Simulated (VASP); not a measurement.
A run of VASP 6.6.1 is set up as follows.

The input INCAR:

```
PREC = Accurate ; ENCUT = 500
EDIFF = 1E-7 ; ISMEAR = 0
SIGMA = 0.02 ; LREAL = False
LASPH = True ; NELM = 120
ALGO = Normal ; ISIF = 3
LWAVE = False ; LCHARG = False
GGA = PE ; IBRION = 2
NSW = 100 ; EDIFFG = -0.002
GGA_COMPAT = False ; NELMIN = 4
```

The input KPOINTS:

```
regular mesh
0
Gamma
  10 10 10
```

POSCAR

```
BAs
1.0
    0.0000000000      2.3850000000      2.3850000000
    2.3850000000      0.0000000000      2.3850000000
    2.3850000000      2.3850000000      0.0000000000
B As
1 1
Direct
    0.0000000000      0.0000000000      0.0000000000
    0.2500000000      0.2500000000      0.2500000000
```

Potentials or basis: VASP PAW PBE potentials, release 64 (B, As).

The run is started by

```bash
$ cat potpaw_PBE.64/B/POTCAR potpaw_PBE.64/As/POTCAR > POTCAR
$ mpirun -np 1 vasp_std > vasp.out
```

(1) What does it give for the relaxed cell?

(2) Estimate the band gap on the k mesh.

Answers

(1) a = 3.406 Å, b = 3.406 Å, c = 3.406 Å, α = 60.00°, β = 60.00°, γ = 60.00°.

(2) 1.20 eV, indirect (least direct gap 3.25 eV).
